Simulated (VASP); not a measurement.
A run of VASP 6.6.1:

File INCAR:

```
PREC     = Accurate       # precision mode
ENCUT    = 520            # plane-wave cutoff, eV
EDIFF    = 1E-6           # SCF threshold, eV
ISMEAR   = 0              # smearing method
SIGMA    = 0.05           # smearing width, eV
LREAL    = False          # projectors in reciprocal space
LASPH    = True           # aspherical terms in the spheres
NELM     = 80             # most SCF steps
ALGO     = Normal         # electronic algorithm
ISIF     = 2              # what is computed and relaxed
LWAVE    = False          # write WAVECAR
LCHARG   = True           # write CHGCAR
LELF     = True           # ELF
LVHAR    = True         
NBANDS   = 26             # bands
```

The input KPOINTS:

```
regular mesh
0
Gamma
  8 8 6
```

POSCAR

```
ZnSe
1.0
    3.7875101274      0.0000000000      0.0000000000
    0.0000000000      3.7875101274      0.0000000000
    0.0000000000      0.0000000000      4.9987337378
Zn Se
2 2
Direct
    0.0000000000      0.0000000000      0.0000000000
    0.5000000000      0.5000000000      0.0000000000
    0.0000000000      0.5000000000      0.2231634165
    0.5000000000      0.0000000000      0.7768365835
```

Potentials or basis: VASP PAW LDA potentials, release 64 (Zn, Se).

The run is started by

```bash
$ cat potpaw_LDA.64/Zn/POTCAR potpaw_LDA.64/Se/POTCAR > POTCAR
$ mpirun -np 1 vasp_std > vasp.out
```

Hardware: 1 thread of Intel(R) Xeon(R) Platinum 8259CL CPU @ 2.50GHz (Skylake/Cascade Lake), on a shared host.

How long does it take, and how much memory?

Run time: 77 s on 1 thread of Intel(R) Xeon(R) Platinum 8259CL CPU @ 2.50GHz (Skylake/Cascade Lake), with other jobs on the host, peak memory 0.22 GiB. Counts: scf iterations 13, k points 60.
